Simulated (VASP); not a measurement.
# TiO2 (C2/m) in VASP: notebook

The runs below take TiO2 through single point, with LDA.

All numbers are computed with VASP 6.6.1; they aren't measurements. Logs are shortened: lines on timing, memory, paths and dates and some standing lists are left out, and cuts for length are marked.

### Step 1. The cell of the first run

The structure is monoclinic, space group C2/m (No. 12). The conventional cell has a = 6.433 Å, b = 6.562 Å, c = 2.959 Å, α = 90.00°, β = 91.63°, γ = 90.00°. Ti (site symmetry 2/m) has 6 O at 1.95 to 1.97 Å within 2.6 Å. Within 2.5 Å of Ti (site symmetry 2/m) lie 6 O at 1.91 to 2.01 Å. O (site symmetry m) has 3 Ti at 1.91 to 1.97 Å and 1 O at 2.50 Å within 2.5 Å. Within 2.6 Å of O (site symmetry 2) lie 3 Ti at 1.95 to 2.01 Å and 1 O at 2.55 Å.

### Step 2. Single point, LDA (equal xy, yz and zx shear strains of -2 %)

File INCAR:

```
PREC     = Accurate       # precision mode
ENCUT    = 520            # plane-wave cutoff, eV
EDIFF    = 1E-6           # SCF threshold, eV
ISMEAR   = -1             # smearing method
SIGMA    = 0.05           # smearing width, eV
LREAL    = False          # projectors in reciprocal space
LASPH    = True           # aspherical terms in the spheres
NELM     = 80             # most SCF steps
ALGO     = Normal         # electronic algorithm
ISIF     = 2              # what is computed and relaxed
LWAVE    = False          # write WAVECAR
LCHARG   = True           # write CHGCAR
GGA      = CA             # functional
LELF     = True           # ELF
LVHAR    = True         
NBANDS   = 33             # bands
```

File KPOINTS:

```
Automatic mesh
0
Gamma
  7 7 10
```

File POSCAR:

```
TiO2
1.0
    4.5940000000     -0.0459400000     -0.0459400000
   -0.0459400000      4.5940000000     -0.0459400000
   -0.0295900000     -0.0295900000      2.9590000000
Ti O
2 4
Direct
    0.0000000000      0.0000000000      0.0000000000
    0.5000000000      0.5000000000      0.5000000000
    0.3060000000      0.3060000000      0.0000000000
    0.1940000000      0.8060000000      0.5000000000
    0.6940000000      0.6940000000      0.0000000000
    0.8060000000      0.1940000000      0.5000000000
```

Potentials or basis: VASP PAW LDA potentials, release 64 (Ti_sv, O).

On the command line:

```bash
> cat potpaw_LDA.64/Ti_sv/POTCAR potpaw_LDA.64/O/POTCAR > POTCAR
> mpirun -np 1 vasp_std > vasp.out
```

OUTCAR:

```text
PREC = Accurate
   ENCUT = 520
   EDIFF = 1E-6
   ISMEAR = -1
   LREAL = False
   LASPH = True
   NELM = 80
   ISIF = 2
   GGA = CA

 ion  position               nearest neighbor table
   1  0.000  0.000  0.000-   4 1.95   6 1.95   4 1.95   6 1.95   5 1.97   3 1.97
   2  0.500  0.500  0.500-   5 1.91   3 1.91   3 1.96   5 1.96   4 2.01   6 2.01
   3  0.306  0.306  0.000-   2 1.91   2 1.96   1 1.97
   4  0.194  0.806  0.500-   1 1.95   1 1.95   2 2.01
   5  0.694  0.694  0.000-   2 1.91   2 1.96   1 1.97
   6  0.806  0.194  0.500-   1 1.95   1 1.95   2 2.01

  LATTYP: Found a base centered monoclinic cell.
 ALAT       =     8.6164819714
 B/A-ratio  =     0.7615481699
 C/A-ratio  =     0.3434459557
 COS(beta)  =    -0.6656740966

  Lattice vectors:

 A1 = (  -4.5644100000,   0.0755300000,  -2.9130600000)
 A2 = (   0.0755300000,  -4.5644100000,  -2.9130600000)
 A3 = (  -0.0295900000,  -0.0295900000,   2.9590000000)

Analysis of symmetry for initial positions (statically):
=====================================================================
 Subroutine PRICEL returns:
 Original cell was already a primitive cell.

 Routine SETGRP: Setting up the symmetry group for a
 base centered monoclinic supercell.

 Subroutine GETGRP returns: Found  4 space group operations
 (whereof  4 operations were pure point group operations)
 out of a pool of  4 trial point group operations.

The static configuration has the point symmetry C_2h.

Analysis of symmetry for dynamics (positions and initial velocities):
=====================================================================
 Subroutine PRICEL returns:
 Original cell was already a primitive cell.

 Routine SETGRP: Setting up the symmetry group for a
 base centered monoclinic supercell.

 Subroutine GETGRP returns: Found  4 space group operations
 (whereof  4 operations were pure point group operations)
 out of a pool of  4 trial point group operations.

The dynamic configuration has the point symmetry C_2h.

 Subroutine INISYM returns: Found  4 space group operations
 (whereof  4 operations are pure point group operations),
 and found     1 'primitive' translations

----------------------------------------------------------------------------------------

[... 99 lines left out ...]
   NELM   =     80;   NELMIN=  2; NELMDL= -5     # of ELM steps
   EDIFF  = 0.1E-05   stopping-criterion for ELM
   LREAL  =      F    real-space projection
   EDIFFG = 0.1E-04   stopping-criterion for IOM
   NSW    =      0    number of steps for IOM
   IBRION =     -1    ionic relax: 0-MD 1-quasi-New 2-CG
   NFREE  =      0    steps in history (QN), initial steepest desc. (CG)
   ISIF   =      2    stress and relaxation
   ISYM   =      2    0-nonsym 1-usesym 2-fastsym
   POTIM  = 0.5000    time-step for ionic-motion
   TEBEG  =    0.0;   TEEND  =   0.0 temperature during run
   PSTRESS=    0.0 pullay stress
   NELECT =      48.0000    total number of electrons
   NUPDOWN=      -1.0000    fix difference up-down
   EMIN   =  10.00;   EMAX   =-10.00  energy-range for DOS
   EFERMI =   0.00;   METHOD = LEGACY
   ISMEAR =    -1;   SIGMA  =   0.05  broadening in eV -4-tet -1-fermi 0-gaus
   EFERMI_NEDOS =   21; number of points for ismear=-14 and -15
   IALGO  =     38    algorithm
   IMIX   =      4    mixing-type and parameters
     AMIX     =   0.40;   BMIX     =  1.00
     AMIX_MAG =   1.60;   BMIX_MAG =  1.00
  volume/ion in A,a.u.               =      10.41        70.22
  Fermi-wavevector in a.u.,A,eV,Ry     =   1.499765  2.834146 30.603532  2.249296
  Thomas-Fermi vector in A             =   2.611353
   LORBIT       =      0    0 simple, 1 ext, 2 COOP (PROOUT), +10 PAW based schemes
   GGA     = CA    functional components
   LHFCALC =     F    Hartree Fock is set to
   AEXX    =    0.0000 exact exchange contribution
   IVDW    =     0    specifies the selected vdW correction
   LEPSILON=     F    determine dielectric tensor
   LRPA    =     F    only Hartree local field effects (RPA)
 non-spin polarized calculation
  energy-cutoff  :      520.00
  volume of cell :       62.43
 maximum number of plane-waves:      1706
 NGX is ok and might be reduce to    36
   NGX = 17   NGY = 17   NGZ = 11

 number of electron      48.0000020 magnetization

 Free energy of the ion-electron system (eV)
  ---------------------------------------------------
  ext. energy  EPLUGINS =         0.00000000
  ---------------------------------------------------
  free energy    TOTEN  =       -58.69722599 eV

  energy without entropy =      -58.69722599  energy(sigma->0) =      -58.69722599

 E-fermi :   5.4129     XC(G=0): -11.9892

 val. band max:        4.5321204080   @ k =   0.0000   0.0000   0.0000
 cond. band min:       6.3572920053   @ k =   0.0000   0.0000   0.0000
 fundamental gap:      1.8251715973
 Fermi energy:         5.4128635600

 k-point     1 :       0.0000    0.0000    0.0000
  band No.  band energies     occupation
      1     -51.6470      2.00000
      2     -51.5733      2.00000
      3     -28.3750      2.00000
      4     -28.2968      2.00000
      5     -28.1575      2.00000
      6     -28.1552      2.00000
[... 853 lines left out ...]
     32      10.8628      0.00000
     33      11.0162      0.00000

 [... further k-points ...]

------------------------ aborting loop because EDIFF is reached ----------------------------------------

  FORCE on cell =-STRESS in cart. coord.  units (eV):
  Direction    XX          YY          ZZ          XY          YZ          ZX
  --------------------------------------------------------------------------------------
  -------------------------------------------------------------------------------------
  Total       -2.1705611     -2.1705611     -3.2262930      1.7583326      1.1725318      1.1725316
  in kB      -55.7040569    -55.7040569    -82.7977660     45.1248579     30.0911964     30.0911908
  external PRESSURE =     -64.7352933 kB  Pullay stress =       0.0000000 kB

 VOLUME and BASIS-vectors are now :
 -----------------------------------------------------------------------------
  energy-cutoff  :      520.00
  volume of cell :       62.43
      direct lattice vectors                 reciprocal lattice vectors
     4.594000000 -0.045940000 -0.045940000     0.217719212  0.002199184  0.002199184
    -0.045940000  4.594000000 -0.045940000     0.002199184  0.217719212  0.002199184
    -0.029590000 -0.029590000  2.959000000     0.003414346  0.003414346  0.338020298

 POSITION                                       TOTAL-FORCE (eV/Angst)
 -----------------------------------------------------------------------------------
      0.00000      0.00000      0.00000         0.000000     -0.000000     -0.000000
      2.25924      2.25924      1.43356         0.000000     -0.000000     -0.000000
      1.39171      1.39171     -0.02812        -0.097742     -0.097742     -0.230505
      0.83941      3.67906      1.43356         0.100796     -0.100796     -0.000000
      3.15635      3.15635     -0.06376         0.097742      0.097742      0.230505
      3.67906      0.83941      1.43356        -0.100796      0.100796      0.000000
 -----------------------------------------------------------------------------------
    total drift:                               -0.000000      0.000000      0.000000

  FREE ENERGIE OF THE ION-ELECTRON SYSTEM (eV)
  ---------------------------------------------------
  free  energy   TOTEN  =       -58.6972259924 eV

  energy  without entropy=      -58.6972259916  energy(sigma->0) =      -58.69722599
```

stdout:

```text
POSCAR found type information on POSCAR TiO
 POSCAR found :  2 types and       6 ions
 scaLAPACK will be used
 LDA part: xc-table for (Slater(with rela. corr.)+CA(PZ))
 , standard interpolation
 POSCAR, INCAR and KPOINTS ok, starting setup
 FFT: planning ... GRIDC
 FFT: planning ... GRID_SOFT
 FFT: planning ... GRID
 WAVECAR not read
 entering main loop
```

Wall time 1.9 min (1 thread of Intel Xeon 6975P-C (Granite Rapids), shared host); peak memory 0.32 GiB.

Results:

- Free energy: -58.6972 eV
- Pressure: -6.5 GPa
- Largest force: 0.269 eV/Å
- Band gap on the k mesh: 1.83 eV

Forces in eV/Å, atoms in the order of the input:
```
Ti   0.000  0.000  0.000
Ti   0.000  0.000  0.000
O   -0.098 -0.098 -0.231
O    0.101 -0.101  0.000
O    0.098  0.098  0.231
O   -0.101  0.101  0.000
```

Levels at points of the mesh, in eV from the valence-band top:
```csv
k point,band 20,band 21,band 22,band 23,band 24,band 25,band 26,band 27,band 28,band 29
"(0.00, 0.00, 0.00)",-1.98,-0.70,-0.46,-0.37,0.00,1.83,2.14,2.37,2.44,2.48
"(0.00, 0.00, 0.50)",-2.70,-2.47,-2.34,-1.52,-1.32,2.86,2.98,3.04,3.18,3.68
```

Caveat: the cell differs from its parent crystal (equal xy, yz and zx shear strains of -2 %); the cell stands under tension. A k mesh can miss the band edges.

### Step 3. Single point, LDA (equal xy, yz and zx shear strains of +1 %)

File INCAR:

```
SYSTEM = TiO2
ALGO = Normal ; EDIFF = 1E-7
ENCUT = 520 ; GGA = CA
ISIF = 2 ; ISMEAR = -1
LASPH = .True. ; LCHARG = .True.
LELF = .True. ; LREAL = .False.
LVHAR = .True. ; LWAVE = .False.
NBANDS = 33 ; NELM = 60
PREC = Accurate ; SIGMA = 0.05
```

File KPOINTS:

```
k-points
0
Gamma
  7 7 10
  0 0 0
```

POSCAR: that of step 2 with these lines changed.

```diff
@@ -2,5 +2,5 @@
 1.0
-    4.5940000000     -0.0459400000     -0.0459400000
-   -0.0459400000      4.5940000000     -0.0459400000
-   -0.0295900000     -0.0295900000      2.9590000000
+    4.5940000000      0.0229700000      0.0229700000
+    0.0229700000      4.5940000000      0.0229700000
+    0.0147950000      0.0147950000      2.9590000000
 Ti O
```

Potentials or basis: VASP PAW LDA potentials, release 64 (Ti_sv, O).

On the command line:

```bash
> cat potpaw_LDA.64/Ti_sv/POTCAR potpaw_LDA.64/O/POTCAR > POTCAR
> mpirun -np 1 vasp_std > vasp.out
```

Wall time 2 min (1 thread of Intel Xeon 6975P-C (Granite Rapids), shared host); peak memory 0.32 GiB.

Results (log left out):

```
Free energy            : -58.7278 eV
Pressure               : -6.7 GPa
Largest force          : 0.177 eV/Å
Band gap on the k mesh : 1.82 eV
```

Forces in eV/Å, atoms in the order of the input:
```
Ti   0.000  0.000  0.000
Ti   0.000  0.000  0.000
O   -0.104 -0.104  0.099
O    0.086 -0.086  0.000
O    0.104  0.104 -0.099
O   -0.086  0.086  0.000
```

Stress tensor (GPa, compression positive):
```
-5.74 -2.18 -1.43
-2.18 -5.74 -1.43
-1.43 -1.43 -8.51
```

Levels at points of the mesh, in eV from the valence-band top:
```tsv
k point	band 22	band 23	band 24	band 25	band 26	band 27
(0.00, 0.00, 0.00)	-0.44	-0.41	0.00	1.82	2.14	2.37
(0.00, 0.00, 0.50)	-2.37	-1.48	-1.38	2.89	2.95	3.07
```

Caveat: the cell differs from its parent crystal (equal xy, yz and zx shear strains of +1 %); the cell stands under tension.
